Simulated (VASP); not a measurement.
# AlC (F-43m) in VASP: a series of runs, part 2 of 2

VASP 6.6.1. Earlier steps stand in the parts before.

## (4) Single point, PBE

This run uses another cell than the first one, of 12.66 Å³/atom, 1.003 times its volume.

INCAR

```
SYSTEM = AlC
PREC = Accurate ; ENCUT = 600
EDIFF = 1E-6 ; ISMEAR = 0
SIGMA = 0.2 ; LREAL = .False.
LASPH = .True. ; NELM = 120
ALGO = Normal ; ISIF = 2
LWAVE = .False. ; LCHARG = .False.
GGA = PE ; NBANDS = 10
GGA_COMPAT = .False.
```

KPOINTS

```
Automatic mesh
0
Gamma
  7 7 7
  0 0 0
```

POSCAR

```
AlC
1.0
    0.0000000000      2.3306500445      2.3306500445
    2.3306500445      0.0000000000      2.3306500445
    2.3306500445      2.3306500445      0.0000000000
Al C
1 1
Direct
    0.0000000000      0.0000000000      0.0000000000
    0.7500000000      0.7500000000      0.7500000000
```

Potentials or basis: VASP PAW PBE potentials, release 64 (Al, C).

Run with:

```bash
> cat potpaw_PBE.64/Al/POTCAR potpaw_PBE.64/C/POTCAR > POTCAR
> mpirun -np 1 vasp_std > vasp.out
```

OUTCAR:

```text
SYSTEM = AlC
   PREC = Accurate
   ENCUT = 600
   EDIFF = 1E-6
   ISMEAR = 0
   LREAL = .False.
   LASPH = .True.
   NELM = 120
   ISIF = 2
   GGA = PE

 ion  position               nearest neighbor table
   1  0.000  0.000  0.000-   2 2.02   2 2.02   2 2.02   2 2.02
   2  0.750  0.750  0.750-   1 2.02   1 2.02   1 2.02   1 2.02

  LATTYP: Found a face centered cubic cell.
 ALAT       =     4.6613000890

  Lattice vectors:

 A1 = (   0.0000000000,   2.3306500445,   2.3306500445)
 A2 = (   2.3306500445,   0.0000000000,   2.3306500445)
 A3 = (   2.3306500445,   2.3306500445,   0.0000000000)

Analysis of symmetry for initial positions (statically):
=====================================================================
 Subroutine PRICEL returns:
 Original cell was already a primitive cell.

 Routine SETGRP: Setting up the symmetry group for a
 face centered cubic supercell.

 Subroutine GETGRP returns: Found 24 space group operations
 (whereof 24 operations were pure point group operations)
 out of a pool of 48 trial point group operations.

The static configuration has the point symmetry T_d .

Analysis of symmetry for dynamics (positions and initial velocities):
=====================================================================
 Subroutine PRICEL returns:
 Original cell was already a primitive cell.

 Routine SETGRP: Setting up the symmetry group for a
 face centered cubic supercell.

 Subroutine GETGRP returns: Found 24 space group operations
 (whereof 24 operations were pure point group operations)
 out of a pool of 48 trial point group operations.

The dynamic configuration has the point symmetry T_d .

 Subroutine INISYM returns: Found 24 space group operations
 (whereof 24 operations are pure point group operations),
 and found     1 'primitive' translations

----------------------------------------------------------------------------------------

                                     Primitive cell

  volume of cell :      25.3199

  direct lattice vectors                    reciprocal lattice vectors
     0.000000000  2.330650045  2.330650045    -0.214532422  0.214532422  0.214532422
     2.330650045  0.000000000  2.330650045     0.214532422 -0.214532422  0.214532422
     2.330650045  2.330650045  0.000000000     0.214532422  0.214532422 -0.214532422

  length of vectors
     3.296036902  3.296036902  3.296036902     0.371581056  0.371581056  0.371581056

  position of ions in fractional coordinates (direct lattice)
     0.000000000  0.000000000  0.000000000
     0.750000000  0.750000000  0.750000000

  ion indices of the primitive-cell ions
   primitive index   ion index
                 1           1
                 2           2

----------------------------------------------------------------------------------------

 KPOINTS: Automatic mesh

Automatic generation of k-mesh.
 Grid dimensions read from file:
 generate k-points for:    7    7    7

 Generating k-lattice:

  Cartesian coordinates                     Fractional coordinates (reciprocal lattice)
    -0.030647489  0.030647489  0.030647489     0.142857143  0.000000000  0.000000000
     0.030647489 -0.030647489  0.030647489     0.000000000  0.142857143  0.000000000
     0.030647489  0.030647489 -0.030647489     0.000000000  0.000000000  0.142857143

  Length of vectors
     0.053083008  0.053083008  0.053083008

  Shift w.r.t. Gamma in fractional coordinates (k-lattice)
     0.000000000  0.000000000  0.000000000

 Subroutine IBZKPT returns following result:
 ===========================================

 Found     20 irreducible k-points:

 Following reciprocal coordinates:
            Coordinates               Weight
  0.000000  0.000000  0.000000      1.000000
  0.142857  0.000000  0.000000      8.000000
  0.285714  0.000000  0.000000      8.000000
  0.428571  0.000000  0.000000      8.000000
  0.142857  0.142857  0.000000      6.000000
  0.285714  0.142857  0.000000     24.000000
[... 12 lines left out ...]
 -0.428571  0.428571  0.142857     24.000000
 -0.285714  0.428571  0.142857     24.000000
   k-points           NKPTS =     20   k-points in BZ     NKDIM =     20   number of bands    NBANDS=     10
   number of dos      NEDOS =    301   number of ions     NIONS =      2
   total plane-waves  NPLWV =  21952
   dimension x,y,z NGX =    28 NGY =   28 NGZ =   28
   dimension x,y,z NGXF=    56 NGYF=   56 NGZF=   56
   ions per type =               1   1
   NGX,Y,Z   is equivalent  to a cutoff of  14.12, 14.12, 14.12 a.u.
   NGXF,Y,Z  is equivalent  to a cutoff of  28.25, 28.25, 28.25 a.u.
 SYSTEM =  AlC
   PREC   = accura    normal or accurate (medium, high low for compatibility)
   ISTART =      0    job   : 0-new  1-cont  2-samecut
   ICHARG =      2    charge: 1-file 2-atom 10-const
   ISPIN  =      1    spin polarized calculation?
   LNONCOLLINEAR =      F non collinear calculations
   LSORBIT =      F    spin-orbit coupling
   LASPH  =      T    aspherical Exc in radial PAW
   ENCUT  =  600.0 eV  44.10 Ry    6.64 a.u.   6.58  6.58  6.58*2*pi/ulx,y,z
   NELM   =    120;   NELMIN=  2; NELMDL= -5     # of ELM steps
   EDIFF  = 0.1E-05   stopping-criterion for ELM
   LREAL  =      F    real-space projection
   EDIFFG = 0.1E-04   stopping-criterion for IOM
   NSW    =      0    number of steps for IOM
   IBRION =     -1    ionic relax: 0-MD 1-quasi-New 2-CG
   NFREE  =      0    steps in history (QN), initial steepest desc. (CG)
   ISIF   =      2    stress and relaxation
   ISYM   =      2    0-nonsym 1-usesym 2-fastsym
   POTIM  = 0.5000    time-step for ionic-motion
   TEBEG  =    0.0;   TEEND  =   0.0 temperature during run
   PSTRESS=    0.0 pullay stress
   NELECT =       7.0000    total number of electrons
   NUPDOWN=      -1.0000    fix difference up-down
   EMIN   =  10.00;   EMAX   =-10.00  energy-range for DOS
   EFERMI =   0.00;   METHOD = LEGACY
   ISMEAR =     0;   SIGMA  =   0.20  broadening in eV -4-tet -1-fermi 0-gaus
   EFERMI_NEDOS =   21; number of points for ismear=-14 and -15
   IALGO  =     38    algorithm
   IMIX   =      4    mixing-type and parameters
     AMIX     =   0.40;   BMIX     =  1.00
     AMIX_MAG =   1.60;   BMIX_MAG =  1.00
  volume/ion in A,a.u.               =      12.66        85.43
  Fermi-wavevector in a.u.,A,eV,Ry     =   1.066483  2.015360 15.475065  1.137385
  Thomas-Fermi vector in A             =   2.202068
   LORBIT       =      0    0 simple, 1 ext, 2 COOP (PROOUT), +10 PAW based schemes
   GGA     = PE    functional components
   LHFCALC =     F    Hartree Fock is set to
   AEXX    =    0.0000 exact exchange contribution
   IVDW    =     0    specifies the selected vdW correction
   LEPSILON=     F    determine dielectric tensor
   LRPA    =     F    only Hartree local field effects (RPA)
 non-spin polarized calculation
 Gauss-broadening in eV      SIGMA  =   0.20
  energy-cutoff  :      600.00
  volume of cell :       25.32
 maximum number of plane-waves:       869
 NGX is ok and might be reduce to    28
   NGX = 13   NGY = 13   NGZ = 13

 number of electron       7.0000000 magnetization

 Free energy of the ion-electron system (eV)
  ---------------------------------------------------
  ext. energy  EPLUGINS =         0.00000000
  ---------------------------------------------------
  free energy    TOTEN  =       -11.72911344 eV

  energy without entropy =      -11.69110898  energy(sigma->0) =      -11.71011121

 E-fermi :   4.8415     XC(G=0): -10.2593

 val. band max:        4.8158329643   @ k =  -0.2857   0.2857   0.0000
 cond. band min:       4.8960920015   @ k =   0.2857   0.1429   0.0000
 fundamental gap:      0.0802590372
 Fermi energy:         4.8415203380

 k-point     1 :       0.0000    0.0000    0.0000
  band No.  band energies     occupation
      1      -7.2817      2.00000
      2       5.7790      0.00000
      3       5.7790      0.00000
      4       5.7790      0.00000
      5      10.5418      0.00000
      6      14.8132      0.00000
      7      14.8132      0.00000
      8      14.8132      0.00000
      9      20.0948      0.00000
     10      20.0948      0.00000
[... 235 lines left out ...]
 k-point    20 :      -0.2857    0.4286    0.1429
  band No.  band energies     occupation
      1      -3.9032      2.00000
      2       1.1178      2.00000
      3       1.8299      2.00000
      4       3.4255      2.00000
      5      10.5906      0.00000
      6      14.4110      0.00000
      7      16.0961      0.00000
      8      16.2524      0.00000
      9      19.4015      0.00000
     10      21.4980      0.00000

------------------------ aborting loop because EDIFF is reached ----------------------------------------

  FORCE on cell =-STRESS in cart. coord.  units (eV):
  Direction    XX          YY          ZZ          XY          YZ          ZX
  --------------------------------------------------------------------------------------
  -------------------------------------------------------------------------------------
  Total       -0.0597960     -0.0597960     -0.0597960      0.0000000     -0.0000000      0.0000000
  in kB       -3.7837436     -3.7837436     -3.7837436      0.0000000     -0.0000000      0.0000000
  external PRESSURE =      -3.7837436 kB  Pullay stress =       0.0000000 kB

 VOLUME and BASIS-vectors are now :
 -----------------------------------------------------------------------------
  energy-cutoff  :      600.00
  volume of cell :       25.32
      direct lattice vectors                 reciprocal lattice vectors
     0.000000000  2.330650045  2.330650045    -0.214532422  0.214532422  0.214532422
     2.330650045  0.000000000  2.330650045     0.214532422 -0.214532422  0.214532422
     2.330650045  2.330650045  0.000000000     0.214532422  0.214532422 -0.214532422

 POSITION                                       TOTAL-FORCE (eV/Angst)
 -----------------------------------------------------------------------------------
      0.00000      0.00000      0.00000         0.000000      0.000000      0.000000
      3.49598      3.49598      3.49598        -0.000000     -0.000000     -0.000000
 -----------------------------------------------------------------------------------
    total drift:                               -0.000000     -0.000000     -0.000000

  FREE ENERGIE OF THE ION-ELECTRON SYSTEM (eV)
  ---------------------------------------------------
  free  energy   TOTEN  =       -11.7291134450 eV

  energy  without entropy=      -11.6911089774  energy(sigma->0) =      -11.71011121
```

stdout:

```text
POSCAR found type information on POSCAR AlC
 POSCAR found :  2 types and       2 ions
 scaLAPACK will be used
 LDA part: xc-table for (Slater+PW92), standard interpolation
 POSCAR, INCAR and KPOINTS ok, starting setup
 FFT: planning ... GRIDC
 FFT: planning ... GRID_SOFT
 FFT: planning ... GRID
 WAVECAR not read
 entering main loop
```

It took 5.7 s on 1 thread of Intel Xeon 6975P-C, shared host; peak memory 0.15 GiB.

What came out:

```yaml
Free_energy: -11.7291 eV
Pressure: -0.4 GPa
```

Levels at points of the mesh, in eV from the Fermi level:
```
           k point  band 1  band 2  band 3  band 4  band 5  band 6  band 7  band 8  band 9
(0.00, 0.00, 0.00)  -12.12    0.94    0.94    0.94    5.70    9.97    9.97    9.97   15.25
```

## (5) Overview

```tsv
cell	gap on the mesh (eV)	pressure (GPa)
a = 3.293 Å, angles 60.0°, 2 atoms	none	0.1
a = 3.299 Å, angles 60.0°, 2 atoms	none	-0.8
a = 3.296 Å, angles 60.0°, 2 atoms	none	-0.4
```

Alike in all rows: task single point; level PBE; potentials or basis VASP PAW PBE potentials, release 64 (Al, C); no spin polarisation; k mesh 7 × 7 × 7; cutoff (eV) 600; smearing gaussian 0.2 eV.

Absolute energies hang on the potentials; compare differences alone.
